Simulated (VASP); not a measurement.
A run of VASP 6.6.1 is set up as follows.

Contents of INCAR:

```
SYSTEM = Ge2Sb2Te5
PREC = Accurate
ENCUT = 520
EDIFF = 1E-7
ISMEAR = 0
SIGMA = 0.013000000000000001
LREAL = .False.
LASPH = .True.
NELM = 60
ALGO = Normal
ISIF = 2
LWAVE = .False.
LCHARG = .False.
GGA = PE
NBANDS = 44
```

KPOINTS

```
Automatic mesh
0
Gamma
  7 7 2
  0 0 0
```

File POSCAR:

```
Ge2Sb2Te5
1.0
    4.2940644248      0.0000000000      0.0000000000
   -2.1470322124      3.7187688774      0.0000000000
    0.0000000000      0.0000000000     17.1013460000
Te Sb Ge
5 2 2
Direct
    0.6666666667      0.3333333333      0.4198920000
    0.3333333333      0.6666666667      0.5801080000
    0.3333333333      0.6666666667      0.2015420000
    0.6666666667      0.3333333333      0.7984580000
    0.0000000000      0.0000000000      0.0000000000
    0.0000000000      0.0000000000      0.3200680000
    0.0000000000      0.0000000000      0.6799320000
    0.6666666667      0.3333333333      0.1028950000
    0.3333333333      0.6666666667      0.8971050000
```

Potentials or basis: VASP PAW PBE potentials, release 64 (Te, Sb, Ge_d).

The run is started by

```sh
$ cat potpaw_PBE.64/Te/POTCAR potpaw_PBE.64/Sb/POTCAR potpaw_PBE.64/Ge_d/POTCAR > POTCAR
$ mpirun -np 1 vasp_std > vasp.out
```

Problem. What does it give for the band gap on the k mesh?

Solution. 0.27 eV.

Problem. Estimate the largest force.

Solution. 0.091 eV/Å.

Forces in eV/Å, atoms in the order of the input:
```
Te   0.000  0.000 -0.036
Te   0.000  0.000  0.036
Te   0.000  0.000 -0.032
Te   0.000  0.000  0.032
Te   0.000  0.000  0.000
Sb   0.000  0.000 -0.087
Sb   0.000  0.000  0.087
Ge   0.000  0.000 -0.091
Ge   0.000  0.000  0.091
```

Caveat: spin-orbit coupling is left out, which moves the levels of the heavy elements. A k mesh can miss the band edges.
